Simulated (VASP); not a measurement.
# CuTe (Pmmn) in VASP: relaxation of cell and atoms with LDA

Aim: the relaxation of cell and atoms of CuTe with LDA.

Everything below comes from runs of VASP 6.6.1. Logs are shortened: lines on timing, memory, paths and dates and some standing lists are left out, and cuts for length are marked.

## (1) The cell of the first run

Symmetry: Pmmn, No. 59, orthorhombic system. The conventional cell has a = 3.157 Å, b = 3.972 Å, c = 6.800 Å, α = 90.00°, β = 90.00°, γ = 90.00°. Cu (site symmetry mm2) has 4 Te at 2.59 to 2.74 Å and 6 Cu at 2.60 to 3.16 Å within 3.4 Å. Within 3.4 Å of Te (site symmetry mm2) lie 4 Cu at 2.59 to 2.74 Å and 2 Te at 3.16 Å.

## (2) Relaxation of cell and atoms, LDA

File INCAR:

```
SYSTEM = CuTe
ALGO = Normal ; EDIFF = 1E-6
EDIFFG = -0.005 ; ENCUT = 600
GGA = CA ; IBRION = 2
ISIF = 3 ; ISMEAR = 0
LASPH = .TRUE. ; LCHARG = .FALSE.
LREAL = .FALSE. ; LWAVE = .FALSE.
NELM = 100 ; NSW = 70
PREC = Accurate ; SIGMA = 0.1
```

File KPOINTS:

```
k-points
0
G
  14 10 6
  0 0 0
```

File POSCAR:

```
CuTe
1.0
    3.1573766303      0.0000000000      0.0000000000
    0.0000000000      3.9719772729      0.0000000000
    0.0000000000      0.0000000000      6.8001645889
Cu Te
2 2
Direct
    0.0000000000      0.5000000000      0.4574221475
    0.5000000000      0.0000000000      0.5425778525
    0.0000000000      0.0000000000      0.2134396509
    0.5000000000      0.5000000000      0.7865603491
```

Potentials or basis: VASP PAW LDA potentials, release 64 (Cu, Te).

The run is started by

```bash
$ cat potpaw_LDA.64/Cu/POTCAR potpaw_LDA.64/Te/POTCAR > POTCAR
$ mpirun -np 1 vasp_std > vasp.out
```

OUTCAR:

```text
SYSTEM = CuTe
   EDIFF = 1E-6
   EDIFFG = -0.005
   ENCUT = 600
   GGA = CA
   IBRION = 2
   ISIF = 3
   ISMEAR = 0
   LASPH = .TRUE.
   LREAL = .FALSE.
   NELM = 100
   NSW = 70
   PREC = Accurate

 ion  position               nearest neighbor table
   1  0.000  0.500  0.457-   3 2.59   3 2.59   2 2.60   2 2.60   2 2.60   2 2.60   4 2.74   4 2.74

   2  0.500  0.000  0.543-   4 2.59   4 2.59   1 2.60   1 2.60   1 2.60   1 2.60   3 2.74   3 2.74

   3  0.000  0.000  0.213-   1 2.59   1 2.59   2 2.74   2 2.74
   4  0.500  0.500  0.787-   2 2.59   2 2.59   1 2.74   1 2.74

  LATTYP: Found a simple orthorhombic cell.
 ALAT       =     3.1573766303
 B/A-ratio  =     1.2579991993
 C/A-ratio  =     2.1537388108

  Lattice vectors:

 A1 = (   3.1573766303,   0.0000000000,   0.0000000000)
 A2 = (   0.0000000000,   3.9719772729,   0.0000000000)
 A3 = (   0.0000000000,   0.0000000000,   6.8001645889)

Analysis of symmetry for initial positions (statically):
=====================================================================
 Subroutine PRICEL returns:
 Original cell was already a primitive cell.

 Routine SETGRP: Setting up the symmetry group for a
 simple orthorhombic supercell.

 Subroutine GETGRP returns: Found  8 space group operations
 (whereof  4 operations were pure point group operations)
 out of a pool of  8 trial point group operations.

The static configuration has the point symmetry C_2v.
 The point group associated with its full space group is D_2h.

Analysis of symmetry for dynamics (positions and initial velocities):
=====================================================================
 Subroutine PRICEL returns:
 Original cell was already a primitive cell.

 Routine SETGRP: Setting up the symmetry group for a
 simple orthorhombic supercell.

 Subroutine GETGRP returns: Found  8 space group operations
 (whereof  4 operations were pure point group operations)
 out of a pool of  8 trial point group operations.

The dynamic configuration has the point symmetry C_2v.
 The point group associated with its full space group is D_2h.

 Subroutine INISYM returns: Found  8 space group operations
 (whereof  4 operations are pure point group operations),
 and found     1 'primitive' translations

----------------------------------------------------------------------------------------

                                     Primitive cell

  volume of cell :      85.2811

  direct lattice vectors                    reciprocal lattice vectors
     3.157376630  0.000000000  0.000000000     0.316718630  0.000000000  0.000000000
     0.000000000  3.971977273  0.000000000     0.000000000  0.251763777  0.000000000
     0.000000000  0.000000000  6.800164589     0.000000000  0.000000000  0.147055264

  length of vectors
     3.157376630  3.971977273  6.800164589     0.316718630  0.251763777  0.147055264

  position of ions in fractional coordinates (direct lattice)
     0.000000000  0.500000000  0.457422147
     0.500000000  0.000000000  0.542577853
     0.000000000  0.000000000  0.213439651
     0.500000000  0.500000000  0.786560349

  ion indices of the primitive-cell ions
   primitive index   ion index
                 1           1
                 2           2
                 3           3
                 4           4

----------------------------------------------------------------------------------------

 KPOINTS: k-points

Automatic generation of k-mesh.
 Grid dimensions read from file:
 generate k-points for:   14   10    6

 Generating k-lattice:

  Cartesian coordinates                     Fractional coordinates (reciprocal lattice)
     0.022622759  0.000000000  0.000000000     0.071428571  0.000000000  0.000000000
     0.000000000  0.025176378  0.000000000     0.000000000  0.100000000  0.000000000
     0.000000000  0.000000000  0.024509211     0.000000000  0.000000000  0.166666667

  Length of vectors
     0.022622759  0.025176378  0.024509211

  Shift w.r.t. Gamma in fractional coordinates (k-lattice)
     0.000000000  0.000000000  0.000000000

 Subroutine IBZKPT returns following result:
 ===========================================

 Found    192 irreducible k-points:

 Following reciprocal coordinates:
            Coordinates               Weight
  0.000000  0.000000  0.000000      1.000000
  0.071429  0.000000  0.000000      2.000000
  0.142857  0.000000  0.000000      2.000000
  0.214286  0.000000  0.000000      2.000000
  0.285714  0.000000  0.000000      2.000000
  0.357143  0.000000  0.000000      2.000000
[... 16 lines left out ...]
  0.428571  0.200000  0.000000      4.000000
  0.500000  0.200000  0.000000      2.000000
 [... further k-points ...]
   k-points           NKPTS =    192   k-points in BZ     NKDIM =    192   number of bands    NBANDS=     21
   number of dos      NEDOS =    301   number of ions     NIONS =      4
   total plane-waves  NPLWV =  48384
   dimension x,y,z NGX =    28 NGY =   32 NGZ =   54
   dimension x,y,z NGXF=    56 NGYF=   64 NGZF=  108
   ions per type =               2   2
   NGX,Y,Z   is equivalent  to a cutoff of  14.74, 13.39, 13.20 a.u.
   NGXF,Y,Z  is equivalent  to a cutoff of  29.49, 26.79, 26.40 a.u.
 SYSTEM =  CuTe
   PREC   = accura    normal or accurate (medium, high low for compatibility)
   ISTART =      0    job   : 0-new  1-cont  2-samecut
   ICHARG =      2    charge: 1-file 2-atom 10-const
   ISPIN  =      1    spin polarized calculation?
   LNONCOLLINEAR =      F non collinear calculations
   LSORBIT =      F    spin-orbit coupling
   LASPH  =      T    aspherical Exc in radial PAW
   ENCUT  =  600.0 eV  44.10 Ry    6.64 a.u.   6.31  7.93 13.58*2*pi/ulx,y,z
   NELM   =    100;   NELMIN=  2; NELMDL= -5     # of ELM steps
   EDIFF  = 0.1E-05   stopping-criterion for ELM
   LREAL  =      F    real-space projection
   EDIFFG = -.5E-02   stopping-criterion for IOM
   NSW    =     70    number of steps for IOM
   IBRION =      2    ionic relax: 0-MD 1-quasi-New 2-CG
   NFREE  =      1    steps in history (QN), initial steepest desc. (CG)
   ISIF   =      3    stress and relaxation
   ISYM   =      2    0-nonsym 1-usesym 2-fastsym
   POTIM  = 0.5000    time-step for ionic-motion
   TEBEG  =    0.0;   TEEND  =   0.0 temperature during run
   PSTRESS=    0.0 pullay stress
   NELECT =      34.0000    total number of electrons
   NUPDOWN=      -1.0000    fix difference up-down
   EMIN   =  10.00;   EMAX   =-10.00  energy-range for DOS
   EFERMI =   0.00;   METHOD = LEGACY
   ISMEAR =     0;   SIGMA  =   0.10  broadening in eV -4-tet -1-fermi 0-gaus
   EFERMI_NEDOS =   21; number of points for ismear=-14 and -15
   IALGO  =     38    algorithm
   IMIX   =      4    mixing-type and parameters
     AMIX     =   0.40;   BMIX     =  1.00
     AMIX_MAG =   1.60;   BMIX_MAG =  1.00
  volume/ion in A,a.u.               =      21.32       143.88
  Fermi-wavevector in a.u.,A,eV,Ry     =   1.204898  2.276927 19.752655  1.451779
  Thomas-Fermi vector in A             =   2.340610
   LORBIT       =      0    0 simple, 1 ext, 2 COOP (PROOUT), +10 PAW based schemes
   GGA     = CA    functional components
   LHFCALC =     F    Hartree Fock is set to
   AEXX    =    0.0000 exact exchange contribution
   IVDW    =     0    specifies the selected vdW correction
   LEPSILON=     F    determine dielectric tensor
   LRPA    =     F    only Hartree local field effects (RPA)
 conjugate gradient relaxation of ions
 non-spin polarized calculation
 Gauss-broadening in eV      SIGMA  =   0.10
  energy-cutoff  :      600.00
  volume of cell :       85.28
 maximum number of plane-waves:      2872
 NGX is ok and might be reduce to    28
   NGX = 13   NGY = 15   NGZ = 27

--------------------------------------- Ionic step        1  -------------------------------------------

 number of electron      33.9999999 magnetization

 Free energy of the ion-electron system (eV)
  ---------------------------------------------------
  ext. energy  EPLUGINS =         0.00000000
  ---------------------------------------------------
  free energy    TOTEN  =       -17.17387899 eV

  energy without entropy =      -17.16636962  energy(sigma->0) =      -17.17012430

------------------------ aborting loop because EDIFF is reached ----------------------------------------

  FORCE on cell =-STRESS in cart. coord.  units (eV):
  Direction    XX          YY          ZZ          XY          YZ          ZX
  --------------------------------------------------------------------------------------
  -------------------------------------------------------------------------------------
  Total       -1.0788383     -1.5815649     -1.5382452      0.0000000      0.0000000      0.0000000
  in kB      -20.2681621    -29.7128988    -28.8990506      0.0000000      0.0000000      0.0000000
  external PRESSURE =     -26.2933705 kB  Pullay stress =       0.0000000 kB
[... 95 lines left out ...]
  FREE ENERGIE OF THE ION-ELECTRON SYSTEM (eV)
  ---------------------------------------------------
  free  energy   TOTEN  =       -17.2023327528 eV

  energy  without entropy=      -17.1945992006  energy(sigma->0) =      -17.19846598

[... ionic steps 4 to 47 ...]

--------------------------------------- Ionic step       48  -------------------------------------------

 number of electron      33.9999999 magnetization

------------------------ aborting loop because EDIFF is reached ----------------------------------------

  FORCE on cell =-STRESS in cart. coord.  units (eV):
  Direction    XX          YY          ZZ          XY          YZ          ZX
  --------------------------------------------------------------------------------------
  -------------------------------------------------------------------------------------
  Total        0.0162618     -0.0155402     -0.0070470      0.0000000      0.0000000      0.0000000
  in kB        0.3063123     -0.2927211     -0.1327390      0.0000000      0.0000000      0.0000000
  external PRESSURE =      -0.0397160 kB  Pullay stress =       0.0000000 kB
[... 61 lines left out ...]
  energy  without entropy=      -17.2071294316  energy(sigma->0) =      -17.21107784

--------------------------------------- Ionic step       50  -------------------------------------------

 number of electron      33.9999999 magnetization

 Free energy of the ion-electron system (eV)
  ---------------------------------------------------
  ext. energy  EPLUGINS =         0.00000000
  ---------------------------------------------------
  free energy    TOTEN  =       -17.21501688 eV

  energy without entropy =      -17.20714161  energy(sigma->0) =      -17.21107924

 E-fermi :   6.9621     XC(G=0): -10.6215

 val. band max:        6.9532672458   @ k =   0.4286   0.1000   0.1667
 cond. band min:       6.9707671466   @ k =   0.3571   0.0000   0.1667
 fundamental gap:      0.0174999008
 Fermi energy:         6.9621190796

 k-point     1 :       0.0000    0.0000    0.0000
  band No.  band energies     occupation
      1      -6.3883      2.00000
      2      -5.2157      2.00000
      3       0.0591      2.00000
      4       2.3670      2.00000
      5       2.5648      2.00000
      6       3.0672      2.00000
[... 550 lines left out ...]
      5       2.5664      2.00000
      6       2.5664      2.00000
[... 13 lines left out ...]
     20      10.3380      0.00000
     21      11.2726      0.00000

 [... further k-points ...]
[... 5 lines left out ...]
  --------------------------------------------------------------------------------------
  -------------------------------------------------------------------------------------
  Total        0.0124622     -0.0018517      0.0057792      0.0000000      0.0000000      0.0000000
  in kB        0.2349133     -0.0349046      0.1089384      0.0000000      0.0000000      0.0000000
  external PRESSURE =       0.1029824 kB  Pullay stress =       0.0000000 kB
[... 19 lines left out ...]
  FREE ENERGIE OF THE ION-ELECTRON SYSTEM (eV)
  ---------------------------------------------------
  free  energy   TOTEN  =       -17.2150168780 eV

  energy  without entropy=      -17.2071416093  energy(sigma->0) =      -17.21107924

 reached required accuracy - stopping structural energy minimisation
```

It took 2.2 h on 1 thread of Intel Xeon Platinum 8259CL at 2.50GHz (Skylake/Cascade Lake), shared host; peak memory 0.54 GiB.

Results:

- Free energy: -17.2150 eV
- Relaxed volume: 21.25 Å³/atom
- Relaxed cell: a = 3.204 Å, b = 3.869 Å, c = 6.857 Å, α = 90.00°, β = 90.00°, γ = 90.00°
- Space group after relaxing (to 0.1 Å): Pmmn (No. 59)
- Energy gained by relaxing: 10.3 meV/atom
- Ionic steps: 50
- Pressure after relaxing: 0.0 GPa
- Band gap on the k mesh: zero (bands 17 and 18 overlap by 4.43 eV)

Forces in eV/Å, atoms in the order of the input:
```
Cu   0.000  0.000 -0.003
Cu   0.000  0.000  0.003
Te   0.000  0.000 -0.003
Te   0.000  0.000  0.003
```

The path:
```tsv
step	energy change (eV)	largest force (eV/Å)	pressure (GPa)	volume (Å³)
1	0.0000	0.4614	-2.63	85.28
3	-0.0285	0.0937	0.16	82.78
5	-0.0303	0.0893	0.28	82.91
7	-0.0397	0.0463	-0.01	84.46
9	-0.0397	0.0584	0.05	85.29
11	-0.0402	0.0782	-0.71	85.38
13	-0.0407	0.0303	-0.26	85.17
15	-0.0410	0.0210	-0.08	85.00
17	-0.0411	0.0072	0.01	84.94
19	-0.0411	0.0052	0.09	84.93
21	-0.0411	0.0045	-0.03	84.99
23	-0.0411	0.0035	0.00	84.98
25	-0.0411	0.0039	-0.09	84.98
27	-0.0411	0.0023	0.09	84.94
29	-0.0411	0.0019	0.10	84.97
31	-0.0411	0.0030	0.03	84.98
33	-0.0411	0.0032	0.08	84.98
35	-0.0411	0.0033	0.03	84.98
37	-0.0411	0.0033	0.02	84.98
39	-0.0411	0.0036	0.02	84.97
41	-0.0411	0.0055	0.07	84.97
43	-0.0411	0.0091	0.02	85.02
45	-0.0410	0.0331	-0.18	85.22
47	-0.0411	0.0175	-0.06	85.09
49	-0.0411	0.0063	-0.09	85.04
50	-0.0411	0.0029	0.01	85.00
```

Final structure:
```cif
data_structure
_symmetry_space_group_name_H-M 'P 1'
_symmetry_Int_Tables_number 1
_cell_length_a 3.2042
_cell_length_b 3.8687
_cell_length_c 6.8566
_cell_angle_alpha 90.000
_cell_angle_beta 90.000
_cell_angle_gamma 90.000
_cell_volume 85.00
loop_
_atom_site_label
_atom_site_type_symbol
_atom_site_fract_x
_atom_site_fract_y
_atom_site_fract_z
_atom_site_occupancy
Cu1 Cu 0.00000 0.50000 0.46668 1
Cu2 Cu 0.50000 0.00000 0.53332 1
Te1 Te 0.00000 0.00000 0.22288 1
Te2 Te 0.50000 0.50000 0.77712 1
```

Caveat: spin-orbit coupling is left out, which moves the levels of the heavy elements.
